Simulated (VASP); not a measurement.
Here is a VASP 6.6.1 calculation.

File INCAR:

```
ALGO = Normal ; EDIFF = 1E-7
ENCUT = 520 ; GGA = PE
ISIF = 2 ; ISMEAR = 0
LASPH = T ; LCHARG = F
LREAL = F ; LWAVE = F
NBANDS = 16 ; NELM = 60
PREC = Accurate ; SIGMA = 0.01
```

Contents of KPOINTS:

```
k-points
0
Gamma
  10 10 10
```

Contents of POSCAR:

```
GaN
1.0
    0.0000000000      2.2742384951      2.2742384951
    2.2742384951      0.0000000000      2.2742384951
    2.2742384951      2.2742384951      0.0000000000
Ga N
1 1
Direct
    0.0000000000      0.0000000000      0.0000000000
    0.7500000000      0.7500000000      0.7500000000
```

Potentials or basis: VASP PAW PBE potentials, release 64 (Ga_d, N).

Launch:

```bash
$ cat potpaw_PBE.64/Ga_d/POTCAR potpaw_PBE.64/N/POTCAR > POTCAR
$ mpirun -np 1 vasp_std > vasp.out
```

**Question.** Predict the pressure.

**Answer.** 0.1 GPa.

**Question.** Estimate the band gap on the k mesh.

**Answer.** 1.55 eV, direct.

Expect the measured gap to be larger: semilocal functionals such as PBE lack the derivative discontinuity.
